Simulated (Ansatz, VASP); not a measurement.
## BaS: VASP beside Ansatz

```
Ba S
1.0
     0.00000    3.19375    3.19375
     3.19375    0.00000    3.19375
     3.19375    3.19375    0.00000
Ba S
1 1
Cartesian
  0.0000 -0.1061 -0.1061
  3.1938 3.1938 3.1938
```

Change from the starting cell: all Ba atoms moved +0.150 Å, as atom 1 towards its neighbour atom 1 (Ba) at 4.517 Å.

Alike in both runs: task single point; functional r2SCAN; k mesh 6 × 6 × 6; occupations gaussian, width 0.05 eV; no spin polarisation.

```csv
,VASP,Ansatz
version,VASP 6.6.1,Ansatz 0.2.0
potentials or method,"VASP PAW PBE potentials, release 64 (Ba_sv, S), cutoff 520 eV","scalar-relativistic, plane waves, PAW"
valence electrons in the cell,16,16
```

Ansatz gave:

```
gap on the k mesh at the Fermi level (eV)                     : 2.64
least direct gap on the mesh (eV)                             : 2.71
pressure (GPa)                                                : 1.0
traceless stress, the component that is largest in VASP (GPa) : -0.34
rms of the force components (eV/Å)                            : 0.197
```

**Question.** Which values does VASP return?

**Answer.** gap on the k mesh at the Fermi level (eV): 2.55; least direct gap on the mesh (eV): 2.65; pressure (GPa): 1.7; traceless stress, the component that is largest in VASP (GPa): -0.37; rms of the force components (eV/Å): 0.213.

VASP's potentials were made for PBE, not for r2SCAN. Atom by atom the forces differ by 0.016 eV/Å (rms over components).

Spin-orbit coupling is off throughout.
